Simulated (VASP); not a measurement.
# K2S: single point with PBEsol

Crystal: K2S.

```
K S
1.0
     0.00000    3.70272    3.70272
     3.70272    0.00000    3.70272
     3.70272    3.70272    0.00000
K S
2 1
Direct
  0.25000 0.25000 0.25000
  0.75000 0.75000 0.75000
  0.00000 0.00000 0.00000
```

```
Program                : VASP 6.6.1
Task                   : single point
Functional             : PBEsol
Potentials or basis    : VASP PAW PBE potentials, release 64 (K_sv, S)
Cutoff                 : 500 eV
k mesh                 : 4 × 4 × 4
Occupations            : methfessel-paxton, width 0.5 eV
Spin                   : no spin polarisation
Dipole correction      : no
Further INCAR settings : ALGO = Normal; EDIFF = 1e-06; NBANDS = 19
```

The pressure is -0.5 GPa and the band gap on the k mesh is 2.28 eV, indirect (least direct gap 2.48 eV).

Levels at points of the mesh, in eV from the valence-band top:
| k point | band 10 | band 11 | band 12 | band 13 | band 14 | band 15 |
| --- | --- | --- | --- | --- | --- | --- |
| (0.00, 0.00, 0.00) | -0.20 | -0.20 | -0.20 | 2.28 | 5.42 | 5.42 |
| (0.50, 0.00, 0.00) | -0.63 | -0.07 | -0.07 | 4.63 | 4.94 | 5.77 |
| (0.50, 0.50, 0.00) | -0.76 | 0.00 | 0.00 | 3.42 | 5.23 | 6.56 |

Run time: 22 s on 1 thread of AMD EPYC 9R45 (Zen 5), with other jobs on the host, peak memory 0.2 GiB.

Caveat: the PAW data sets were made with another functional, which shifts forces and pressure a little. A k mesh can miss the band edges.
